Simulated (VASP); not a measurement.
Set up this calculation in VASP 6.6.1, as the native input.

```yaml
Task: single point
Functional: PBE
Potentials_or_basis: VASP PAW PBE potentials, release 64 (Si, C)
Cutoff: 520 eV
k_mesh: 6 × 6 × 4
Occupations: gaussian, width 0.1 eV
Spin: no spin polarisation
Dipole_correction: no
Further_INCAR_settings: ALGO = Normal; EDIFF = 1e-06; NBANDS = 18
```

The structure of SiC4 lies in POSCAR:

```
SiC4
1.0
    3.5406464684      0.0000000000      0.0000000000
    0.0000000000      3.5406464684      0.0000000000
    0.0000000000      0.0000000000      5.2540425418
Si C
1 4
Direct
    0.0000000000      0.0000000000      0.6186801372
    0.0000000000      0.2963865148      0.9575799657
    0.7036134852      0.0000000000      0.9575799657
    0.0000000000      0.7036134852      0.9575799657
    0.2963865148      0.0000000000      0.9575799657
```

These files were run (other wordings do the same):

INCAR

```
SYSTEM = SiC4
ALGO = Normal ; EDIFF = 1E-6
ENCUT = 520 ; GGA = PE
ISIF = 2 ; ISMEAR = 0
LASPH = .True. ; LCHARG = .False.
LREAL = .False. ; LWAVE = .False.
NBANDS = 18 ; NELM = 100
PREC = Accurate ; SIGMA = 0.1
```

KPOINTS

```
k-points
0
Gamma
  6 6 4
  0 0 0
```

Potentials or basis: VASP PAW PBE potentials, release 64 (Si, C).

Launch:

```bash
$ cat potpaw_PBE.64/Si/POTCAR potpaw_PBE.64/C/POTCAR > POTCAR
$ mpirun -np 1 vasp_std > vasp.out
```

It gave:

| Item | Value |
| --- | --- |
| Pressure | 0.3 GPa |
| Largest force | 0.054 eV/Å |
| Band gap on the k mesh | zero (band 10 reaches 4.48 eV, above the bottom of band 11 at 4.19 eV) |

Run time: 15 s on 1 thread of Intel(R) Xeon(R) 6975P-C (Granite Rapids), on a shared host, peak memory 0.17 GiB.
